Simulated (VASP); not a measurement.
Input of a VASP 6.6.1 run:

INCAR

```
  PREC = Accurate
  ENCUT = 520
  EDIFF = 1E-7
  ISMEAR = 0
  SIGMA = 0.05
  LREAL = False
  LASPH = True
  NELM = 150
  ALGO = Normal
  ISIF = 2
  LWAVE = False
  LCHARG = False
  LMAXMIX = 4
  LDAU = True
  LDAUTYPE = 2
  LDAUL = 2 -1
  LDAUU = 4 0
  LDAUJ = 0 0
  LDAUPRINT = 1
  GGA = PE
  NBANDS = 17
```

Contents of KPOINTS:

```
regular mesh
0
Gamma
  14 14 14
```

The input POSCAR:

```
MoS
1.0
    3.0055916534      0.0000000000      0.0000000000
    0.0000000000      3.0055916534      0.0000000000
    0.0000000000      0.0000000000      3.0055916534
Mo S
1 1
Direct
    0.0000000000      0.0000000000      0.0000000000
    0.5000000000      0.5000000000      0.5000000000
```

Potentials or basis: VASP PAW PBE potentials, release 64 (Mo_sv, S).

Command:

```console
$ cat potpaw_PBE.64/Mo_sv/POTCAR potpaw_PBE.64/S/POTCAR > POTCAR
$ mpirun -np 1 vasp_std > vasp.out
```

Task: What does it give for the band gap on the k mesh?

Result: Zero (band 10 reaches 15.80 eV, above the bottom of band 11 at 12.24 eV).

Task: What does it give for the pressure?

Result: 4.6 GPa.

Eigenvalues of the final occupation matrices:
| site | spin | trace | eigenvalues |
| --- | --- | --- | --- |
| site 1 d | 1 | 2.00 | 0.35 0.35 0.35 0.48 0.48 |
| site 1 d | 2 | 2.00 | 0.35 0.35 0.35 0.48 0.48 |

Caveat: U without spin polarisation on a metal has little footing.
